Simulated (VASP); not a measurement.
# HfN (rocksalt type): single point with r2SCAN

The system is HfN (rocksalt type).

```xyz
2
Lattice="0.0000 1.9500 1.9500 1.9500 0.0000 1.9500 1.9500 1.9500 0.0000" Properties=species:S:1:pos:R:3 pbc="T T T"
Hf    0.0000    0.0000    0.0000
N     1.9500    1.9500    1.9500
```

* Program: VASP 6.6.1
* Task: single point
* Functional: r2SCAN
* Potentials or basis: VASP PAW PBE potentials, release 64 (Hf_pv, N)
* Cutoff: 520 eV
* k mesh: 15 × 15 × 15
* Occupations: fermi-dirac, width 0.1 eV
* Spin: no spin polarisation
* Dipole correction: no
* Further INCAR settings: ALGO = Normal; EDIFF = 1e-06; NBANDS = 14

```json
{
  "Pressure": "320.9 GPa",
  "Band gap on the k mesh": "zero (an odd number of electrons rules out a gap without spin polarisation)"
}
```

Levels at points of the mesh, in eV from the Fermi level:
```tsv
k point	band 4	band 5	band 6	band 7	band 8	band 9	band 10	band 11	band 12	band 13
(0.00, 0.00, 0.00)	-20.96	-3.68	-3.68	-3.68	-0.79	-0.79	-0.79	3.22	3.22	7.81
```

It took 3 min on 1 thread of Intel Xeon 8259CL, with other jobs on the host, peak memory 0.17 GiB.

Caveat: the cell stands under pressure; the PAW data sets were made with another functional, which shifts forces and pressure a little; spin-orbit coupling is left out, which moves the levels of the heavy elements.
